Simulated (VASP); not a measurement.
# Pt (Fm-3m) in VASP: notebook

Runs on Pt. Level: PBE. Tasks: relaxation of cell and atoms, single point.

Program: VASP 6.6.1. These are calculated values, not measurements. Logs are shortened: lines on timing, memory, paths and dates and some standing lists are left out, and cuts for length are marked.

### Step 1. The cell of the first run

Symmetry: Fm-3m, No. 225, cubic system. The conventional cell has a = 3.967 Å, b = 3.967 Å, c = 3.967 Å, α = 90.00°, β = 90.00°, γ = 90.00°. Pt (site symmetry m-3m) has 12 Pt at 2.81 Å within 3.7 Å.

### Step 2. Relaxation of cell and atoms, PBE

INCAR

```
SYSTEM = Pt
PREC = Accurate
ENCUT = 600
EDIFF = 1E-7
ISMEAR = 0
SIGMA = 0.1
LREAL = .False.
LASPH = .True.
NELM = 100
ALGO = Normal
ISIF = 3
LWAVE = .False.
LCHARG = .False.
GGA = PE
IBRION = 2
NSW = 100
EDIFFG = -0.005
```

KPOINTS

```
regular mesh
0
Gamma
  18 18 18
  0 0 0
```

POSCAR

```
Pt
1.0
    0.0000000000      1.9837499384      1.9837499384
    1.9837499384      0.0000000000      1.9837499384
    1.9837499384      1.9837499384      0.0000000000
Pt
1
Direct
    0.0000000000      0.0000000000      0.0000000000
```

Potentials or basis: VASP PAW PBE potentials, release 64 (Pt).

Run with:

```bash
$ cat potpaw_PBE.64/Pt/POTCAR > POTCAR
$ mpirun -np 1 vasp_std > vasp.out
```

OUTCAR:

```text
SYSTEM = Pt
   PREC = Accurate
   ENCUT = 600
   EDIFF = 1E-7
   ISMEAR = 0
   LREAL = .False.
   LASPH = .True.
   NELM = 100
   ISIF = 3
   GGA = PE
   IBRION = 2
   NSW = 100
   EDIFFG = -0.005

 ion  position               nearest neighbor table
   1  0.000  0.000  0.000-

  LATTYP: Found a face centered cubic cell.
 ALAT       =     3.9674998768

  Lattice vectors:

 A1 = (   0.0000000000,   1.9837499384,   1.9837499384)
 A2 = (   1.9837499384,   0.0000000000,   1.9837499384)
 A3 = (   1.9837499384,   1.9837499384,   0.0000000000)

Analysis of symmetry for initial positions (statically):
[... 33 lines left out ...]
                                     Primitive cell

  volume of cell :      15.6132

  direct lattice vectors                    reciprocal lattice vectors
     0.000000000  1.983749938  1.983749938    -0.252047897  0.252047897  0.252047897
     1.983749938  0.000000000  1.983749938     0.252047897 -0.252047897  0.252047897
     1.983749938  1.983749938  0.000000000     0.252047897  0.252047897 -0.252047897

  length of vectors
     2.805446067  2.805446067  2.805446067     0.436559763  0.436559763  0.436559763

  position of ions in fractional coordinates (direct lattice)
     0.000000000  0.000000000  0.000000000

  ion indices of the primitive-cell ions
   primitive index   ion index
                 1           1

----------------------------------------------------------------------------------------

 KPOINTS: regular mesh

Automatic generation of k-mesh.
 Grid dimensions read from file:
 generate k-points for:   18   18   18

 Generating k-lattice:

  Cartesian coordinates                     Fractional coordinates (reciprocal lattice)
    -0.014002661  0.014002661  0.014002661     0.055555556  0.000000000  0.000000000
     0.014002661 -0.014002661  0.014002661     0.000000000  0.055555556  0.000000000
     0.014002661  0.014002661 -0.014002661     0.000000000  0.000000000  0.055555556

  Length of vectors
     0.024253320  0.024253320  0.024253320

  Shift w.r.t. Gamma in fractional coordinates (k-lattice)
     0.000000000  0.000000000  0.000000000

 Subroutine IBZKPT returns following result:
 ===========================================

[... 51 lines left out ...]
   IBRION =      2    ionic relax: 0-MD 1-quasi-New 2-CG
   NFREE  =      1    steps in history (QN), initial steepest desc. (CG)
   ISIF   =      3    stress and relaxation
   ISYM   =      2    0-nonsym 1-usesym 2-fastsym
   POTIM  = 0.5000    time-step for ionic-motion
   TEBEG  =    0.0;   TEEND  =   0.0 temperature during run
   PSTRESS=    0.0 pullay stress
   NELECT =      10.0000    total number of electrons
   NUPDOWN=      -1.0000    fix difference up-down
   EMIN   =  10.00;   EMAX   =-10.00  energy-range for DOS
   EFERMI =   0.00;   METHOD = LEGACY
   ISMEAR =     0;   SIGMA  =   0.10  broadening in eV -4-tet -1-fermi 0-gaus
   EFERMI_NEDOS =   21; number of points for ismear=-14 and -15
   IALGO  =     38    algorithm
   IMIX   =      4    mixing-type and parameters
     AMIX     =   0.40;   BMIX     =  1.00
     AMIX_MAG =   1.60;   BMIX_MAG =  1.00
  volume/ion in A,a.u.               =      15.61       105.36
  Fermi-wavevector in a.u.,A,eV,Ry     =   1.411165  2.666716 27.094474  1.991388
  Thomas-Fermi vector in A             =   2.533045
   LORBIT       =      0    0 simple, 1 ext, 2 COOP (PROOUT), +10 PAW based schemes
   GGA     = PE    functional components
   LHFCALC =     F    Hartree Fock is set to
   AEXX    =    0.0000 exact exchange contribution
   IVDW    =     0    specifies the selected vdW correction
   LEPSILON=     F    determine dielectric tensor
   LRPA    =     F    only Hartree local field effects (RPA)
 conjugate gradient relaxation of ions
 non-spin polarized calculation
 Gauss-broadening in eV      SIGMA  =   0.10
  energy-cutoff  :      600.00
  volume of cell :       15.61
 maximum number of plane-waves:       544
   NGX = 11   NGY = 11   NGZ = 11

--------------------------------------- Ionic step        1  -------------------------------------------

 number of electron      10.0000002 magnetization

 Free energy of the ion-electron system (eV)
  ---------------------------------------------------
  ext. energy  EPLUGINS =         0.00000000
  ---------------------------------------------------
  free energy    TOTEN  =        -6.10024242 eV

  energy without entropy =       -6.08900085  energy(sigma->0) =       -6.09462164

------------------------ aborting loop because EDIFF is reached ----------------------------------------

  FORCE on cell =-STRESS in cart. coord.  units (eV):
  Direction    XX          YY          ZZ          XY          YZ          ZX
  --------------------------------------------------------------------------------------
  -------------------------------------------------------------------------------------
  Total        0.0080555      0.0080555      0.0080555     -0.0000000     -0.0000000      0.0000000
  in kB        0.8266303      0.8266303      0.8266303     -0.0000000     -0.0000000      0.0000000
  external PRESSURE =       0.8266303 kB  Pullay stress =       0.0000000 kB
[... 57 lines left out ...]
--------------------------------------- Ionic step        3  -------------------------------------------

 number of electron      10.0000002 magnetization

 Free energy of the ion-electron system (eV)
  ---------------------------------------------------
  ext. energy  EPLUGINS =         0.00000000
  ---------------------------------------------------
  free energy    TOTEN  =        -6.10024335 eV

  energy without entropy =       -6.08899723  energy(sigma->0) =       -6.09462029

 E-fermi :  10.6049     XC(G=0): -13.2815

 val. band max:       10.6045832887   @ k =  -0.3333   0.3889   0.1111
 cond. band min:      10.6157174544   @ k =   0.4444   0.1111   0.0000
 fundamental gap:      0.0111341658
 Fermi energy:        10.6048779250

 k-point     1 :       0.0000    0.0000    0.0000
  band No.  band energies     occupation
      1       0.7765      2.00000
      2       7.0249      2.00000
      3       7.0249      2.00000
      4       7.0249      2.00000
      5       9.0585      2.00000
      6       9.0585      2.00000
      7      25.3367      0.00000
      8      30.1056      0.00000
      9      30.1056      0.00000
[... 265 lines left out ...]
 k-point    24 :      -0.2222    0.0556    0.0000
  band No.  band energies     occupation
      1       2.7660      2.00000
      2       6.5630      2.00000
      3       7.3983      2.00000
      4       7.4618      2.00000
      5       8.8824      2.00000
      6       9.5227      2.00000
      7      24.0940      0.00000
      8      27.0765      0.00000
      9      31.3049      0.00000

 [... further k-points ...]
[... 5 lines left out ...]
  --------------------------------------------------------------------------------------
  -------------------------------------------------------------------------------------
  Total        0.0011467      0.0011467      0.0011467      0.0000000      0.0000000     -0.0000000
  in kB        0.1176429      0.1176429      0.1176429      0.0000000      0.0000000     -0.0000000
  external PRESSURE =       0.1176429 kB  Pullay stress =       0.0000000 kB
[... 16 lines left out ...]
  FREE ENERGIE OF THE ION-ELECTRON SYSTEM (eV)
  ---------------------------------------------------
  free  energy   TOTEN  =        -6.1002433457 eV

  energy  without entropy=       -6.0889972303  energy(sigma->0) =       -6.09462029

 reached required accuracy - stopping structural energy minimisation
```

It took 20 s on 1 thread of Intel Xeon 6975P-C (Granite Rapids), shared host; peak memory 0.17 GiB.

What came out:

* Free energy: -6.1002 eV
* Relaxed volume: 15.62 Å³/atom
* Relaxed cell: a = 2.806 Å, b = 2.806 Å, c = 2.806 Å, α = 60.00°, β = 60.00°, γ = 60.00°
* Space group after relaxing (to 0.05 Å): Fm-3m (No. 225)
* Energy gained by relaxing: 0.0 meV/atom
* Ionic steps: 3
* Pressure after relaxing: 0.0 GPa
* Band gap on the k mesh: zero (band 5 reaches 11.06 eV, above the bottom of band 6 at 8.96 eV)

Final structure:
```xyz
1
Lattice="0.0000 1.9839 1.9839 1.9839 0.0000 1.9839 1.9839 1.9839 0.0000" Properties=species:S:1:pos:R:3 pbc="T T T"
Pt    0.0000    0.0000    0.0000
```

Caveat: spin-orbit coupling is left out, which moves the levels of the heavy elements.

### Step 3. Single point, PBE

This run uses another cell than the first one: it holds 27 atoms, not 1.

INCAR

```
  ALGO = Fast
  EDIFF = 1E-6
  ENCUT = 520
  GGA = PE
  ISIF = 2
  ISMEAR = 0
  LASPH = T
  LCHARG = T
  LELF = T
  LREAL = Auto
  LVHAR = T
  LWAVE = F
  NBANDS = 154
  NELM = 100
  PREC = Accurate
  SIGMA = 0.1
```

KPOINTS

```
k-points
0
Gamma
  4 4 4
```

POSCAR

```
Pt
1.0
    0.0000000000      5.9551651636      5.9551651636
    5.9551651636      0.0000000000      5.9551651636
    5.9551651636      5.9551651636      0.0000000000
Pt
27
Direct
    0.0000000000      0.0000000000      0.0000000000
    0.0000000000      0.0000000000      0.3333333333
    0.0000000000      0.0000000000      0.6666666667
    0.0000000000      0.3333333333      0.0000000000
    0.0000000000      0.3333333333      0.3333333333
    0.0000000000      0.3333333333      0.6666666667
    0.0000000000      0.6666666667      0.0000000000
    0.0000000000      0.6666666667      0.3333333333
    0.0000000000      0.6666666667      0.6666666667
    0.3333333333      0.0000000000      0.0000000000
    0.3333333333      0.0000000000      0.3333333333
    0.3333333333      0.0000000000      0.6666666667
    0.3333333333      0.3333333333      0.0000000000
    0.3333333333      0.3333333333      0.3333333333
    0.3333333333      0.3333333333      0.6666666667
    0.3333333333      0.6666666667      0.0000000000
    0.3333333333      0.6666666667      0.3333333333
    0.3333333333      0.6666666667      0.6666666667
    0.6666666667      0.0000000000      0.0000000000
    0.6666666667      0.0000000000      0.3333333333
    0.6666666667      0.0000000000      0.6666666667
    0.6666666667      0.3333333333      0.0000000000
    0.6666666667      0.3333333333      0.3333333333
    0.6666666667      0.3333333333      0.6666666667
    0.6666666667      0.6666666667      0.0000000000
    0.6666666667      0.6666666667      0.3333333333
    0.6666666667      0.6666666667      0.6666666667
```

Potentials or basis: VASP PAW PBE potentials, release 64 (Pt).

Run with:

```bash
$ cat potpaw_PBE.64/Pt/POTCAR > POTCAR
$ mpirun -np 1 vasp_std > vasp.out
```

OUTCAR:

```text
EDIFF = 1E-6
   ENCUT = 520
   GGA = PE
   ISIF = 2
   ISMEAR = 0
   LASPH = T
   LREAL = Auto
   NELM = 100
   PREC = Accurate

 ion  position               nearest neighbor table
   1  0.000  0.000  0.000-   2 2.81   3 2.81   4 2.81   6 2.81   7 2.81   8 2.81  10 2.81  12 2.81
                            16 2.81  19 2.81  20 2.81  22 2.81
   2  0.000  0.000  0.333-   1 2.81   4 2.81   5 2.81   8 2.81  10 2.81  11 2.81  17 2.81  20 2.81
                            23 2.81  21 2.81   9 2.81   3 2.81
   3  0.000  0.000  0.667-   1 2.81   6 2.81   7 2.81   9 2.81  12 2.81  18 2.81  19 2.81  21 2.81
                            24 2.81  11 2.81   5 2.81   2 2.81
   4  0.000  0.333  0.000-   1 2.81   2 2.81   5 2.81   6 2.81  10 2.81  13 2.81  15 2.81  22 2.81
                            23 2.81   9 2.81  25 2.81   7 2.81
   5  0.000  0.333  0.333-   2 2.81   4 2.81  11 2.81  13 2.81  14 2.81  23 2.81   3 2.81   7 2.81
                            24 2.81  26 2.81   6 2.81   8 2.81
   6  0.000  0.333  0.667-   1 2.81   3 2.81   4 2.81  12 2.81  15 2.81  22 2.81  24 2.81  14 2.81
                            27 2.81   5 2.81   8 2.81   9 2.81
   7  0.000  0.667  0.000-   1 2.81   3 2.81   8 2.81   9 2.81  16 2.81  18 2.81  19 2.81  25 2.81
                            26 2.81  13 2.81   5 2.81   4 2.81
   8  0.000  0.667  0.333-   1 2.81   2 2.81   7 2.81  16 2.81  17 2.81  20 2.81  26 2.81  14 2.81
                            27 2.81   6 2.81   5 2.81   9 2.81
   9  0.000  0.667  0.667-   3 2.81   7 2.81  18 2.81  21 2.81  25 2.81  27 2.81   4 2.81   2 2.81
[... 43 lines left out ...]
 A1 = (   0.0000000000,   5.9551651636,   5.9551651636)
 A2 = (   5.9551651636,   0.0000000000,   5.9551651636)
 A3 = (   5.9551651636,   5.9551651636,   0.0000000000)

Analysis of symmetry for initial positions (statically):
=====================================================================
 Subroutine PRICEL returns following result:

  LATTYP: Found a face centered cubic cell.
 ALAT       =     3.9701101087

  Lattice vectors:

 A1 = (   0.0000000000,   1.9850550543,   1.9850550543)
 A2 = (   1.9850550543,   0.0000000000,   1.9850550543)
 A3 = (   1.9850550543,   1.9850550543,   0.0000000000)

  27 primitive cells build up your supercell.

 Routine SETGRP: Setting up the symmetry group for a
[... 8 lines left out ...]
Analysis of symmetry for dynamics (positions and initial velocities):
=====================================================================
 Subroutine PRICEL returns following result:

  LATTYP: Found a face centered cubic cell.
 ALAT       =     3.9701101087

  Lattice vectors:

 A1 = (   0.0000000000,   1.9850550543,   1.9850550543)
 A2 = (   1.9850550543,   0.0000000000,   1.9850550543)
 A3 = (   1.9850550543,   1.9850550543,   0.0000000000)

  27 primitive cells build up your supercell.

 Routine SETGRP: Setting up the symmetry group for a
[... 8 lines left out ...]
 Subroutine INISYM returns: Found 48 space group operations
 (whereof 48 operations are pure point group operations),
 and found    27 'primitive' translations

----------------------------------------------------------------------------------------

                                     Primitive cell

  volume of cell :      15.6440

  direct lattice vectors                    reciprocal lattice vectors
     0.000000000  1.985055054  1.985055054    -0.251882183  0.251882183  0.251882183
     1.985055054  0.000000000  1.985055054     0.251882183 -0.251882183  0.251882183
     1.985055054  1.985055054  0.000000000     0.251882183  0.251882183 -0.251882183

  length of vectors
     2.807291780  2.807291780  2.807291780     0.436272738  0.436272738  0.436272738
[... 47 lines left out ...]
   dimension x,y,z NGX =    64 NGY =   64 NGZ =   64
   dimension x,y,z NGXF=   128 NGYF=  128 NGZF=  128
   ions per type =              27
   NGX,Y,Z   is equivalent  to a cutoff of  12.63, 12.63, 12.63 a.u.
   NGXF,Y,Z  is equivalent  to a cutoff of  25.27, 25.27, 25.27 a.u.
 SYSTEM =  unknown system
   PREC   = accura    normal or accurate (medium, high low for compatibility)
   ISTART =      0    job   : 0-new  1-cont  2-samecut
   ICHARG =      2    charge: 1-file 2-atom 10-const
   ISPIN  =      1    spin polarized calculation?
   LNONCOLLINEAR =      F non collinear calculations
   LSORBIT =      F    spin-orbit coupling
   LASPH  =      T    aspherical Exc in radial PAW
   ENCUT  =  520.0 eV  38.22 Ry    6.18 a.u.  15.66 15.66 15.66*2*pi/ulx,y,z
   NELM   =    100;   NELMIN=  2; NELMDL= -5     # of ELM steps
   EDIFF  = 0.1E-05   stopping-criterion for ELM
   LREAL  =      T    real-space projection
   EDIFFG = 0.1E-04   stopping-criterion for IOM
   NSW    =      0    number of steps for IOM
   IBRION =     -1    ionic relax: 0-MD 1-quasi-New 2-CG
   NFREE  =      0    steps in history (QN), initial steepest desc. (CG)
   ISIF   =      2    stress and relaxation
   ISYM   =      2    0-nonsym 1-usesym 2-fastsym
   POTIM  = 0.5000    time-step for ionic-motion
   TEBEG  =    0.0;   TEEND  =   0.0 temperature during run
   PSTRESS=    0.0 pullay stress
   NELECT =     270.0000    total number of electrons
   NUPDOWN=      -1.0000    fix difference up-down
   EMIN   =  10.00;   EMAX   =-10.00  energy-range for DOS
   EFERMI =   0.00;   METHOD = LEGACY
   ISMEAR =     0;   SIGMA  =   0.10  broadening in eV -4-tet -1-fermi 0-gaus
   EFERMI_NEDOS =   21; number of points for ismear=-14 and -15
   IALGO  =     68    algorithm
   IMIX   =      4    mixing-type and parameters
     AMIX     =   0.40;   BMIX     =  1.00
     AMIX_MAG =   1.60;   BMIX_MAG =  1.00
  volume/ion in A,a.u.               =      15.64       105.57
  Fermi-wavevector in a.u.,A,eV,Ry     =   1.410238  2.664963 27.058858  1.988770
  Thomas-Fermi vector in A             =   2.532212
   LORBIT       =      0    0 simple, 1 ext, 2 COOP (PROOUT), +10 PAW based schemes
   GGA     = PE    functional components
   LHFCALC =     F    Hartree Fock is set to
   AEXX    =    0.0000 exact exchange contribution
   IVDW    =     0    specifies the selected vdW correction
   LEPSILON=     F    determine dielectric tensor
   LRPA    =     F    only Hartree local field effects (RPA)
 non-spin polarized calculation
 RMM-DIIS sequential band-by-band and
 Gauss-broadening in eV      SIGMA  =   0.10
  energy-cutoff  :      520.00
  volume of cell :      422.39
 maximum number of plane-waves:     11414
 NGX is ok and might be reduce to    64

 number of electron     270.0000004 magnetization

 Free energy of the ion-electron system (eV)
  ---------------------------------------------------
  ext. energy  EPLUGINS =         0.00000000
  ---------------------------------------------------
  free energy    TOTEN  =      -164.88231455 eV

  energy without entropy =     -164.59260398  energy(sigma->0) =     -164.73745927

 E-fermi :  10.5920     XC(G=0): -13.2693

 val. band max:       10.5889884190   @ k =  -0.2500   0.2500   0.0000
 cond. band min:      10.5924062409   @ k =  -0.2500   0.5000   0.2500
 fundamental gap:      0.0034178219
 Fermi energy:        10.5919534960

 k-point     1 :       0.0000    0.0000    0.0000
  band No.  band energies     occupation
      1       0.7631      2.00000
      2       3.4349      2.00000
      3       3.4349      2.00000
      4       3.4349      2.00000
      5       3.4349      2.00000
      6       3.4349      2.00000
[... 1189 lines left out ...]
    146      12.5844      0.00000
    147      12.5844      0.00000
 [bands above 147 left out]

------------------------ aborting loop because EDIFF is reached ----------------------------------------

  FORCE on cell =-STRESS in cart. coord.  units (eV):
  Direction    XX          YY          ZZ          XY          YZ          ZX
  --------------------------------------------------------------------------------------
  -------------------------------------------------------------------------------------
  Total       -0.9531831     -0.9531831     -0.9531831      0.0000000     -0.0000000      0.0000000
  in kB       -3.6155592     -3.6155592     -3.6155592      0.0000000     -0.0000000      0.0000000
  external PRESSURE =      -3.6155592 kB  Pullay stress =       0.0000000 kB

 VOLUME and BASIS-vectors are now :
 -----------------------------------------------------------------------------
  energy-cutoff  :      520.00
  volume of cell :      422.39
      direct lattice vectors                 reciprocal lattice vectors
     0.000000000  5.955165164  5.955165164    -0.083960728  0.083960728  0.083960728
     5.955165164  0.000000000  5.955165164     0.083960728 -0.083960728  0.083960728
     5.955165164  5.955165164  0.000000000     0.083960728  0.083960728 -0.083960728

 POSITION                                       TOTAL-FORCE (eV/Angst)
 -----------------------------------------------------------------------------------
      0.00000      0.00000      0.00000         0.000000     -0.000000      0.000000
      1.98506      1.98506      0.00000         0.000000      0.000000      0.000000
      3.97011      3.97011      0.00000         0.000000     -0.000000      0.000000
      1.98506      0.00000      1.98506         0.000000      0.000000      0.000000
      3.97011      1.98506      1.98506         0.000000     -0.000000     -0.000000
      5.95517      3.97011      1.98506        -0.000000     -0.000000     -0.000000
[... 19 lines left out ...]
      5.95517      5.95517      7.94022        -0.000000      0.000000      0.000000
      7.94022      7.94022      7.94022        -0.000000      0.000000     -0.000000
 -----------------------------------------------------------------------------------
    total drift:                                0.000000      0.000000     -0.000000

  FREE ENERGIE OF THE ION-ELECTRON SYSTEM (eV)
  ---------------------------------------------------
  free  energy   TOTEN  =      -164.8823145479 eV

  energy  without entropy=     -164.5926039824  energy(sigma->0) =     -164.73745927
```

It took 13 min on 1 thread of Intel Xeon 6975P-C (Granite Rapids), shared host; peak memory 0.76 GiB.

Results:

| Item | Value |
| --- | --- |
| Free energy | -164.8823 eV |
| Pressure | -0.4 GPa |
| Band gap on the k mesh | zero (band 135 reaches 10.73 eV, above the bottom of band 136 at 9.98 eV) |

Caveat: spin-orbit coupling is left out, which moves the levels of the heavy elements.
